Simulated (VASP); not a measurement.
Runs of VASP 6.6.1 on Na2HF. The structure is that of space group P-6m2 (No. 187), or close to it. The cells are those of the table. 

| task | level | potentials or basis | cell | k mesh | cutoff (eV) | smearing | k mesh for the DOS | occupations for the DOS | gap on the mesh (eV) | pressure (GPa) | largest force (eV/Å) |
| --- | --- | --- | --- | --- | --- | --- | --- | --- | --- | --- | --- |
| single point | PBE | VASP PAW PBE potentials, release 64 (Na_pv, H, F) | a = 3.293, b = 3.293, c = 5.800 Å, angles 90.0, 90.0, 120.0°, 4 atoms | 6 × 6 × 4 | 520 | gaussian 0.1 eV | - | - | 3.14 | -0.2 | 0.04 |
| single point | PBE | VASP PAW PBE potentials, release 64 (Na_pv, H, F) | a = 3.519, b = 3.519, c = 5.766 Å, angles 90.0, 90.0, 120.0°, 4 atoms | 6 × 6 × 4 | 520 | gaussian 0.1 eV | - | - | (c) | (b) | 1.57 |
| single point | PBE | VASP PAW PBE potentials, release 64 (Na_pv, H, F) | a = 3.293, b = 3.293, c = 5.781 Å, angles 90.0, 90.0, 120.0°, 4 atoms | 9 × 9 × 4 | 520 | gaussian 0.02 eV | - | - | 3.19 | -0.1 | - |
| relaxation of cell and atoms | PBE | VASP PAW PBE potentials, release 64 (Na_pv, H, F) | relaxed from a = 3.519, b = 3.519, c = 5.766 Å, angles 90.0, 90.0, 120.0°, 4 atoms | 6 × 6 × 4 | 600 | gaussian 0.1 eV | - | - | (a) | -0.1 | 0.03 |

Alike in all rows: no spin polarisation.

Problem. Estimate the missing entries.

Solution. (a) 3.21; (b) -1.5; (c) 2.09.

Caveats: forces of over 1 eV/Å act on the atoms, so gaps and moduli don't describe the material at rest (some runs).

A k mesh can miss the band edges.
